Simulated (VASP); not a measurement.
# Sn in VASP: a series of runs

Sn is run at these levels: PBE; tasks: single point.

All numbers are computed with VASP 6.6.1; they aren't measurements. Logs are shortened: lines on timing, memory, paths and dates and some standing lists are left out, and cuts for length are marked.

**1. The cell of the first run**

The cell holds a slab with vacuum, 6 atoms: a = 4.706 Å, b = 4.706 Å, c = 24.320 Å, α = 90.00°, β = 90.00°, γ = 90.00°.

**2. Single point, PBE**

INCAR reads:

```
SYSTEM = Sn
ALGO = Normal
DIPOL = 0.5 0.5 0.500
EDIFF = 1E-6
ENCUT = 520
GGA = PE
IDIPOL = 3
ISIF = 2
ISMEAR = -1
LASPH = .True.
LCHARG = .False.
LDIPOL = .True.
LREAL = .False.
LWAVE = .False.
NBANDS = 51
NELM = 100
PREC = Accurate
SIGMA = 0.02
```

KPOINTS reads:

```
k-points
0
Gamma
  7 7 1
  0 0 0
```

POSCAR reads:

```
Sn
1.0
    4.7064645918      0.0000000000      0.0000000000
    0.0000000000      4.7064645918      0.0000000000
    0.0000000000      0.0000000000     24.3199000000
Sn
6
Direct
    0.7500000000      0.0000000000      0.3284778152
    0.2500000000      0.0000000000      0.3969206642
    0.2500000000      0.5000000000      0.4662595523
    0.7500000000      0.5000000000      0.5337404471
    0.7500000000      0.0000000000      0.6030793361
    0.2500000000      0.0000000000      0.6715221851
```

Potentials or basis: VASP PAW PBE potentials, release 64 (Sn_d).

Run with:

```
cat potpaw_PBE.64/Sn_d/POTCAR > POTCAR
mpirun -np 1 vasp_std > vasp.out
```

OUTCAR:

```text
SYSTEM = Sn
   EDIFF = 1E-6
   ENCUT = 520
   GGA = PE
   ISIF = 2
   ISMEAR = -1
   LASPH = .True.
   LREAL = .False.
   NELM = 100
   PREC = Accurate

 ion  position               nearest neighbor table
   1  0.750  0.000  0.328-   2 2.88   2 2.88
   2  0.250  0.000  0.397-   1 2.88   1 2.88   3 2.90   3 2.90
   3  0.250  0.500  0.466-   4 2.87   4 2.87   2 2.90   2 2.90
   4  0.750  0.500  0.534-   3 2.87   3 2.87   5 2.90   5 2.90
   5  0.750  0.000  0.603-   6 2.88   6 2.88   4 2.90   4 2.90
   6  0.250  0.000  0.672-   5 2.88   5 2.88

  LATTYP: Found a simple tetragonal cell.
 ALAT       =     4.7064645918
 C/A-ratio  =     5.1673394170

  Lattice vectors:

 A1 = (   4.7064645918,   0.0000000000,   0.0000000000)
 A2 = (   0.0000000000,   4.7064645918,   0.0000000000)
 A3 = (   0.0000000000,   0.0000000000,  24.3199000000)

Analysis of symmetry for initial positions (statically):
=====================================================================
 Subroutine PRICEL returns:
 Original cell was already a primitive cell.

 Routine SETGRP: Setting up the symmetry group for a
 simple tetragonal supercell.

 Subroutine GETGRP returns: Found  8 space group operations
 (whereof  4 operations were pure point group operations)
 out of a pool of 16 trial point group operations.

The static configuration has the point symmetry C_2h.
 The point group associated with its full space group is D_2h.

Analysis of symmetry for dynamics (positions and initial velocities):
=====================================================================
 Subroutine PRICEL returns:
 Original cell was already a primitive cell.

 Routine SETGRP: Setting up the symmetry group for a
 simple tetragonal supercell.

 Subroutine GETGRP returns: Found  8 space group operations
 (whereof  4 operations were pure point group operations)
 out of a pool of 16 trial point group operations.

The dynamic configuration has the point symmetry C_2h.
 The point group associated with its full space group is D_2h.

 Subroutine INISYM returns: Found  8 space group operations
 (whereof  4 operations are pure point group operations),
 and found     1 'primitive' translations

----------------------------------------------------------------------------------------

                                     Primitive cell

[... 95 lines left out ...]
   ISIF   =      2    stress and relaxation
   ISYM   =      2    0-nonsym 1-usesym 2-fastsym
   POTIM  = 0.5000    time-step for ionic-motion
   TEBEG  =    0.0;   TEEND  =   0.0 temperature during run
   PSTRESS=    0.0 pullay stress
   NELECT =      84.0000    total number of electrons
   NUPDOWN=      -1.0000    fix difference up-down
   EMIN   =  10.00;   EMAX   =-10.00  energy-range for DOS
   EFERMI =   0.00;   METHOD = LEGACY
   ISMEAR =    -1;   SIGMA  =   0.02  broadening in eV -4-tet -1-fermi 0-gaus
   EFERMI_NEDOS =   21; number of points for ismear=-14 and -15
   IALGO  =     38    algorithm
   IMIX   =      4    mixing-type and parameters
     AMIX     =   0.40;   BMIX     =  1.00
     AMIX_MAG =   1.60;   BMIX_MAG =  1.00
  volume/ion in A,a.u.               =      89.78       605.89
  Fermi-wavevector in a.u.,A,eV,Ry     =   0.881152  1.665136 10.563954  0.776429
  Thomas-Fermi vector in A             =   2.001609
   LORBIT       =      0    0 simple, 1 ext, 2 COOP (PROOUT), +10 PAW based schemes
   GGA     = PE    functional components
   LHFCALC =     F    Hartree Fock is set to
   AEXX    =    0.0000 exact exchange contribution
   IVDW    =     0    specifies the selected vdW correction
   LEPSILON=     F    determine dielectric tensor
   LRPA    =     F    only Hartree local field effects (RPA)
 non-spin polarized calculation
  energy-cutoff  :      520.00
  volume of cell :      538.71
 maximum number of plane-waves:     14571
   NGX = 17   NGY = 17   NGZ = 91

 dipolmoment           0.000000      0.000000     -0.000000 electrons x Angstroem

 number of electron      83.9999960 magnetization

 dipolmoment           0.000000      0.000000      0.000000 electrons x Angstroem

 Free energy of the ion-electron system (eV)
  ---------------------------------------------------
  ext. energy  EPLUGINS =         0.00000000
  ---------------------------------------------------
  free energy    TOTEN  =       -20.67751534 eV

  energy without entropy =      -20.66578184  energy(sigma->0) =      -20.67164859

 E-fermi :  -0.7290     XC(G=0):  -4.1933

 val. band max:       -0.7417182311   @ k =  -0.2857   0.4286   0.0000
 cond. band min:      -0.7203353417   @ k =   0.1429   0.1429   0.0000
 fundamental gap:      0.0213828894
 Fermi energy:        -0.7289535212

 k-point     1 :       0.0000    0.0000    0.0000
  band No.  band energies     occupation
      1     -22.0972      2.00000
      2     -22.0421      2.00000
      3     -22.0315      2.00000
      4     -22.0314      2.00000
      5     -22.0129      2.00000
      6     -22.0096      2.00000
[... 853 lines left out ...]
     50       3.6404      0.00000
     51       3.8293      0.00000

------------------------ aborting loop because EDIFF is reached ----------------------------------------

 vacuum level on the upper side and lower side of the slab       (xc-potential included)        -0.167        -0.167

  FORCE on cell =-STRESS in cart. coord.  units (eV):
  Direction    XX          YY          ZZ          XY          YZ          ZX
  --------------------------------------------------------------------------------------
  -------------------------------------------------------------------------------------
  Total       -0.0441627     -1.6438730     -0.0669439      0.0000000      0.0000000      0.0000000
  in kB       -0.1313455     -4.8890837     -0.1990996      0.0000000      0.0000000      0.0000000
  external PRESSURE =      -1.7398430 kB  Pullay stress =       0.0000000 kB

 VOLUME and BASIS-vectors are now :
 -----------------------------------------------------------------------------
  energy-cutoff  :      520.00
  volume of cell :      538.71
      direct lattice vectors                 reciprocal lattice vectors
     4.706464592  0.000000000  0.000000000     0.212473712  0.000000000  0.000000000
     0.000000000  4.706464592  0.000000000     0.000000000  0.212473712  0.000000000
     0.000000000  0.000000000 24.319900000     0.000000000  0.000000000  0.041118590

 POSITION                                       TOTAL-FORCE (eV/Angst)
 -----------------------------------------------------------------------------------
      3.52985      0.00000      7.98855         0.000000     -0.000000      0.001731
      1.17662      0.00000      9.65307        -0.000000     -0.000000     -0.004897
      1.17662      2.35323     11.33939        -0.000000      0.000000      0.001439
      3.52985      2.35323     12.98051         0.000000     -0.000000     -0.001439
      3.52985      0.00000     14.66683         0.000000     -0.000000      0.004897
      1.17662      0.00000     16.33135         0.000000     -0.000000     -0.001731
 -----------------------------------------------------------------------------------
    total drift:                                0.000000      0.000000      0.000011

  FREE ENERGIE OF THE ION-ELECTRON SYSTEM (eV)
  ---------------------------------------------------
  free  energy   TOTEN  =       -20.6775153395 eV

  energy  without entropy=      -20.6657818445  energy(sigma->0) =      -20.67164859

 vacuum level on the upper side and lower side of the slab         3.630         3.630
```

OSZICAR:

```text
N       E                     dE             d eps       ncg     rms          rms(c)
DAV:   1     0.722218457247E+03    0.72222E+03   -0.41273E+04  1864   0.166E+03
DAV:   2     0.659035481350E+02   -0.65631E+03   -0.64262E+03  1736   0.406E+02
DAV:   3    -0.164533407697E+02   -0.82357E+02   -0.81005E+02  1909   0.172E+02
[... 15 lines left out ...]
DAV:  19    -0.206774964571E+02   -0.84237E-05   -0.50188E-07  1196   0.646E-03    0.797E-04
DAV:  20    -0.206775035306E+02   -0.70734E-05   -0.52008E-07  1202   0.626E-03    0.482E-04
DAV:  21    -0.206775122328E+02   -0.87023E-05   -0.24002E-07  1108   0.640E-03    0.367E-04
DAV:  22    -0.206775145426E+02   -0.23098E-05   -0.70187E-08  1135   0.221E-03    0.192E-04
DAV:  23    -0.206775153395E+02   -0.79683E-06   -0.33488E-08  1017   0.134E-03
   1 F= -.20677515E+02 E0= -.20671649E+02  d E =-.117335E-01
```

stdout:

```text
POSCAR found type information on POSCAR Sn
 POSCAR found :  1 types and       6 ions
 scaLAPACK will be used
 LDA part: xc-table for (Slater+PW92), standard interpolation
 POSCAR, INCAR and KPOINTS ok, starting setup
 FFT: planning ... GRIDC
 FFT: planning ... GRID_SOFT
 FFT: planning ... GRID
 WAVECAR not read
 entering main loop
```

It took 18 min on 1 thread of Oxide Virtual Turin-like, shared host; peak memory 0.64 GiB.

What came out:

| Property | Result |
| --- | --- |
| Free energy | -20.6775 eV |
| Largest force | 0.005 eV/Å |
| Band gap on the k mesh | zero (bands 42 and 43 overlap by 0.80 eV) |

Forces on the atoms (eV/Å):
```
Sn   0.000  0.000  0.002
Sn   0.000  0.000 -0.005
Sn   0.000  0.000  0.001
Sn   0.000  0.000 -0.001
Sn   0.000  0.000  0.005
Sn   0.000  0.000 -0.002
```

Levels at points of the mesh, in eV from the Fermi level:
```
           k point  band 40  band 41  band 42  band 43  band 44  band 45
(0.00, 0.00, 0.00)    -0.69    -0.07     0.52     1.14     1.24     1.37
```

Caveat: spin-orbit coupling is left out, which moves the levels of the heavy elements.

**3. Single point, PBE**

INCAR reads:

```
  PREC = Accurate
  ENCUT = 520
  EDIFF = 1E-6
  ISMEAR = -1
  SIGMA = 0.02
  LREAL = F
  LASPH = T
  NELM = 100
  ALGO = Normal
  ISIF = 2
  LWAVE = F
  LCHARG = F
  LDIPOL = T
  IDIPOL = 3
  DIPOL = 0.5 0.5 0.500
  GGA = PE
  NBANDS = 51
```

KPOINTS reads:

```
Automatic mesh
0
Gamma
  7 7 1
```

POSCAR is that of step 2.

Potentials or basis: VASP PAW PBE potentials, release 64 (Sn_d).

Run with:

```
cat potpaw_PBE.64/Sn_d/POTCAR > POTCAR
mpirun -np 1 vasp_std > vasp.out
```

It took 18 min on 1 thread of Oxide Virtual Turin-like, shared host; peak memory 0.64 GiB.

It converged, with:

```
Free energy            : -20.6775 eV
Largest force          : 0.005 eV/Å
Band gap on the k mesh : zero (bands 42 and 43 overlap by 0.80 eV)
```

Forces in eV/Å, atoms in the order of the input:
```
Sn   0.000  0.000  0.002
Sn   0.000  0.000 -0.005
Sn   0.000  0.000  0.001
Sn   0.000  0.000 -0.001
Sn   0.000  0.000  0.005
Sn   0.000  0.000 -0.002
```

Levels at points of the mesh, in eV from the Fermi level:
| k point | band 40 | band 41 | band 42 | band 43 | band 44 | band 45 |
| --- | --- | --- | --- | --- | --- | --- |
| (0.00, 0.00, 0.00) | -0.69 | -0.07 | 0.52 | 1.14 | 1.24 | 1.37 |

Caveat: spin-orbit coupling is left out, which moves the levels of the heavy elements.

The gap in the log of VASP goes by the Fermi energy; the results here count the filled bands.